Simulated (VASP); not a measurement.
BaSc, 2 atoms in the cell. Symmetry: Pm-3m, No. 221, cubic system. The conventional cell has a = 4.204 Å, b = 4.204 Å, c = 4.204 Å, α = 90.00°, β = 90.00°, γ = 90.00°. Ba (site symmetry m-3m) has 8 Sc at 3.64 Å and 6 Ba at 4.20 Å within 4.8 Å. Within 4.8 Å of Sc (site symmetry m-3m) lie 8 Ba at 3.64 Å and 6 Sc at 4.20 Å. 

| Quantity | Value |
| --- | --- |
| Program | VASP 6.6.1 |
| Task | relaxation of cell and atoms |
| Functional | PBE |
| Potentials or basis | VASP PAW PBE potentials, release 64 (Ba_sv, Sc_sv) |
| Cutoff | 600 eV |
| k mesh | 10 × 10 × 10 |
| Occupations | gaussian, width 0.1 eV |
| Spin | no spin polarisation |
| Dipole correction | no |
| Further INCAR settings | ALGO = Normal; EDIFF = 1e-07; IBRION = 2; EDIFFG = -0.005; NSW = 100; ISIF = 3 |

Potentials or basis: VASP PAW PBE potentials, release 64 (Ba_sv, Sc_sv).

The run is started by

```sh
$ cat potpaw_PBE.64/Ba_sv/POTCAR potpaw_PBE.64/Sc_sv/POTCAR > POTCAR
$ mpirun -np 1 vasp_std > vasp.out
```

Hardware: 1 thread of Intel(R) Xeon(R) 6975P-C (Granite Rapids), with other jobs on the host.

**Question.** Estimate the wall time of this run.

**Answer.** Wall time 68 s on 1 thread of Intel(R) Xeon(R) 6975P-C (Granite Rapids), with other jobs on the host, peak memory 0.27 GiB. Counts: scf iterations 35, k points 56, ion steps 3.
